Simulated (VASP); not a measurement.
The system is TcN2.

```
Tc N
1.0
     0.00000    2.44455    2.44455
     2.44455    0.00000    2.44455
     2.44455    2.44455    0.00000
Tc N
1 2
Direct
  0.00000 0.00000 0.00000
  0.75000 0.75000 0.75000
  0.25000 0.25000 0.25000
```

| Property | Result |
| --- | --- |
| Program | VASP 6.6.1 |
| Task | relaxation of cell and atoms |
| Functional | PBE |
| Dispersion | D3(BJ) |
| Potentials or basis | VASP PAW PBE potentials, release 64 (Tc_pv, N) |
| Cutoff | 600 eV |
| k mesh | 10 × 10 × 10 |
| Occupations | fermi-dirac, width 0.05 eV |
| Spin | no spin polarisation |

At the start: pressure -10.6 GPa; volume 9.74 Å³/atom.

Problem. Where does the relaxation end?

Solution. Over 4 steps the energy falls by 11.9 meV/atom and the volume is 9.39 Å³/atom (-3.6 %); space group Fm-3m (No. 225, to 0.1 Å) before and after.

Step by step:
```csv
step,energy change (eV),largest force (eV/Å),pressure (GPa),volume (Å³)
1,0.0000,0.0000,-10.56,29.22
2,0.0610,0.0000,20.64,26.59
3,-0.0357,0.0000,-0.20,28.18
4,-0.0357,0.0000,0.02,28.16
```

Final structure:
```
CELL_PARAMETERS angstrom
0.00000 2.41484 2.41484
2.41484 0.00000 2.41484
2.41484 2.41484 0.00000
ATOMIC_POSITIONS crystal
Tc 0.00000 0.00000 0.00000
N 0.75000 0.75000 0.75000
N 0.25000 0.25000 0.25000
```

Caveat: an odd number of electrons without spin polarisation forces a metal; a magnetic or distorted state may lie lower.
